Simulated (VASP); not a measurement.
# Ti in VASP: settings compared, part 2 of 2

VASP 6.6.1. Earlier steps stand in the parts before.

## Step 4: Single point, PBEsol

INCAR reads:

```
SYSTEM = Ti
PREC = Accurate ; ENCUT = 520
EDIFF = 1E-7 ; ISMEAR = 0
SIGMA = 0.1 ; LREAL = .FALSE.
LASPH = .TRUE. ; NELM = 60
ALGO = Normal ; ISIF = 2
LWAVE = .FALSE. ; LCHARG = .FALSE.
LDIPOL = .TRUE. ; IDIPOL = 3
DIPOL = 0.5 0.5 0.500 ; GGA = PS
NBANDS = 97 ; EFIELD = -0.6
```

KPOINTS reads:

```
regular mesh
0
G
  12 5 1
  0 0 0
```

POSCAR reads:

```
Ti
1.0
    2.9004352002      0.0000000000      0.0000000000
    0.0000000000      6.8054953042      0.0000000000
    0.0000000000      0.0000000000     25.7318055608
Ti
14
Direct
    0.5000000000      0.9770475762      0.2914680815
    0.5000000000      0.5678666067      0.3134188098
    0.0000000000      0.2495046676      0.3573202663
    0.0000000000      0.8403236981      0.3792709945
    0.5000000000      0.5219617590      0.4231724511
    0.5000000000      0.1127807895      0.4451231793
    0.0000000000      0.7944188504      0.4890246359
    0.0000000000      0.3852378809      0.5109753641
    0.5000000000      0.0668759419      0.5548768207
    0.5000000000      0.6576949723      0.5768275489
    0.0000000000      0.3393330333      0.6207290055
    0.0000000000      0.9301520638      0.6426797337
    0.5000000000      0.6117901247      0.6865811902
    0.5000000000      0.2026091552      0.7085319185
```

Potentials or basis: VASP PAW PBE potentials, release 64 (Ti_sv).

Run with:

```bash
cat potpaw_PBE.64/Ti_sv/POTCAR > POTCAR
mpirun -np 1 vasp_std > vasp.out
```

OUTCAR:

```text
SYSTEM = Ti
   PREC = Accurate
   ENCUT = 520
   EDIFF = 1E-7
   ISMEAR = 0
   LREAL = .FALSE.
   LASPH = .TRUE.
   NELM = 60
   ISIF = 2
   GGA = PS

 ion  position               nearest neighbor table
   1  0.500  0.977  0.291-   4 2.84   4 2.84   2 2.84   3 2.90   3 2.90
   2  0.500  0.568  0.313-   5 2.84   3 2.84   3 2.84   1 2.84   4 2.90   4 2.90
   3  0.000  0.250  0.357-   6 2.84   6 2.84   4 2.84   2 2.84   2 2.84   1 2.90   5 2.90   5 2.90
                             1 2.90
   4  0.000  0.840  0.379-   1 2.84   1 2.84   3 2.84   5 2.84   5 2.84   7 2.84   2 2.90   2 2.90
                             6 2.90   6 2.90
   5  0.500  0.522  0.423-   8 2.84   8 2.84   2 2.84   6 2.84   4 2.84   4 2.84   3 2.90   7 2.90
                             7 2.90   3 2.90
   6  0.500  0.113  0.445-   3 2.84   3 2.84   5 2.84   7 2.84   7 2.84   9 2.84   8 2.90   4 2.90
                             4 2.90   8 2.90
   7  0.000  0.794  0.489-  10 2.84  10 2.84   8 2.84   6 2.84   6 2.84   4 2.84   5 2.90   5 2.90
                             9 2.90   9 2.90
[... 2319 lines left out ...]
  Direction    XX          YY          ZZ          XY          YZ          ZX
  --------------------------------------------------------------------------------------
  -------------------------------------------------------------------------------------
  Total       -7.1859885     -9.4172010     -4.8839263      0.0000000     -1.4036796      0.0000000
  in kB      -22.6675162    -29.7056633    -15.4058803      0.0000000     -4.4277737      0.0000000
  external PRESSURE =     -22.5930200 kB  Pullay stress =       0.0000000 kB

 VOLUME and BASIS-vectors are now :
 -----------------------------------------------------------------------------
  energy-cutoff  :      520.00
  volume of cell :      507.92
      direct lattice vectors                 reciprocal lattice vectors
     2.900435200  0.000000000  0.000000000     0.344775846  0.000000000  0.000000000
     0.000000000  6.805495304  0.000000000     0.000000000  0.146940076  0.000000000
     0.000000000  0.000000000 25.731805561     0.000000000  0.000000000  0.038862411

 POSITION                                       TOTAL-FORCE (eV/Angst)
 -----------------------------------------------------------------------------------
      1.45022      6.64929      7.50000         0.000000      0.278514      0.805810
      1.45022      3.86461      8.06483         0.000000      0.085264      0.260158
      0.00000      1.69800      9.19450         0.000000     -0.232252     -0.310045
      0.00000      5.71882      9.75933         0.000000     -0.097229     -0.709330
      1.45022      3.55221     10.88899         0.000000     -0.003633     -0.035055
      1.45022      0.76753     11.45382         0.000000     -0.034331      0.050397
      0.00000      5.40641     12.58349         0.000000     -0.005818     -0.122119
      0.00000      2.62173     13.14832         0.000000      0.007990      0.121069
      1.45022      0.45512     14.27798         0.000000      0.023019     -0.039765
      1.45022      4.47594     14.84281         0.000000      0.006139      0.033271
      0.00000      2.30933     15.97248         0.000000      0.120338      0.715322
      0.00000      6.33015     16.53731         0.000000      0.217396      0.282171
      1.45022      4.16353     17.66697         0.000000     -0.054909     -0.276485
      1.45022      1.37886     18.23181         0.000000     -0.310488     -0.775398
 -----------------------------------------------------------------------------------
    total drift:                                0.000000     -0.000084     -0.000909

  FREE ENERGIE OF THE ION-ELECTRON SYSTEM (eV)
  ---------------------------------------------------
  free  energy   TOTEN  =      -111.4492404057 eV

  energy  without entropy=     -111.3262165964  energy(sigma->0) =     -111.38772850

 vacuum level on the upper side and lower side of the slab         8.771         2.461
```

stdout:

```text
POSCAR found type information on POSCAR Ti
 POSCAR found :  1 types and      14 ions
 scaLAPACK will be used
 -----------------------------------------------------------------------------
|                                                                             |
|                                                                             |
|     You enforced a specific xc type in the INCAR file but a different       |
|     I HOPE YOU KNOW WHAT YOU ARE DOING!                                     |
|                                                                             |
 -----------------------------------------------------------------------------

 LDA part: xc-table for (Slater+PW92), standard interpolation
 POSCAR, INCAR and KPOINTS ok, starting setup
 FFT: planning ... GRIDC
 FFT: planning ... GRID_SOFT
 FFT: planning ... GRID
 WAVECAR not read
 entering main loop
```

It took 58 min on 1 thread of AMD EPYC 9R45 (Zen 5), shared host; peak memory 0.92 GiB.

Results:

| Property | Result |
| --- | --- |
| Free energy | -111.4492 eV |
| Largest force | 0.853 eV/Å |
| Band gap on the k mesh | zero (bands 84 and 85 overlap by 0.49 eV) |

Forces on the atoms (eV/Å):
```
Ti   0.000  0.279  0.806
Ti   0.000  0.085  0.260
Ti   0.000 -0.232 -0.310
Ti   0.000 -0.097 -0.709
Ti   0.000 -0.004 -0.035
Ti   0.000 -0.034  0.050
Ti   0.000 -0.006 -0.122
Ti   0.000  0.008  0.121
Ti   0.000  0.023 -0.040
Ti   0.000  0.006  0.033
Ti   0.000  0.120  0.715
Ti   0.000  0.217  0.282
Ti   0.000 -0.055 -0.276
Ti   0.000 -0.310 -0.775
```

Caveat: the PAW data sets were made with another functional, which shifts forces and pressure a little.

## Step 5: Summary

| level | potentials or basis | electric field (eV/Å) | gap on the mesh (eV) | largest force (eV/Å) |
| --- | --- | --- | --- | --- |
| LDA | VASP PAW LDA potentials, release 64 (Ti_sv) | - | none | 1.07 |
| PBEsol | VASP PAW PBE potentials, release 64 (Ti_sv) | - | none | 0.85 |
| PBEsol | VASP PAW PBE potentials, release 64 (Ti_sv) | -0.6 eV/Å | none | 0.85 |

Alike in all rows: task single point; no spin polarisation; cell as given; k mesh 12 × 5 × 1; cutoff (eV) 520; smearing gaussian 0.1 eV.

Caveats: the PAW data sets were made with another functional, which shifts forces and pressure a little (at least some runs).

Total energies depend on the potentials used, so only differences within one code and one set of settings carry meaning.
